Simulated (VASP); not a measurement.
Input of a VASP 6.6.1 run:

INCAR

```
ALGO = Normal ; DIPOL = 0.5 0.5 0.707
EDIFF = 1E-6 ; ENCUT = 400
GGA = PE ; GGA_COMPAT = False
IDIPOL = 3 ; ISIF = 2
ISMEAR = 1 ; LASPH = True
LCHARG = False ; LDIPOL = True
LREAL = False ; LWAVE = False
NBANDS = 14 ; NELM = 120
NELMDL = -8 ; PREC = Accurate
SIGMA = 0.1
```

The input KPOINTS:

```
k-points
0
Gamma
  12 12 1
```

File POSCAR:

```
Al
1.0
    2.8758975626      0.0000000000      0.0000000000
    0.0000000000      2.8758975626      0.0000000000
    0.0000000000      0.0000000000     26.6119087228
Al
4
Direct
    0.5000000000      0.5000000000      0.5934442129
    0.0000000000      0.0000000000      0.6696520770
    0.5000000000      0.5000000000      0.7442031045
    0.0000000000      0.0000000000      0.8204503113
```

Potentials or basis: VASP PAW PBE potentials, release 64 (Al).

Run with:

```console
$ cat potpaw_PBE.64/Al/POTCAR > POTCAR
$ mpirun -np 1 vasp_std > vasp.out
```

Task: What does it give for the largest force?

Result: 0.007 eV/Å.

Task: Predict the band gap on the k mesh.

Result: Zero (band 6 reaches 1.24 eV, above the bottom of band 7 at -1.50 eV).

Forces on the atoms (eV/Å):
```
Al   0.000  0.000 -0.002
Al   0.000  0.000 -0.004
Al   0.000  0.000  0.007
Al   0.000  0.000 -0.001
```
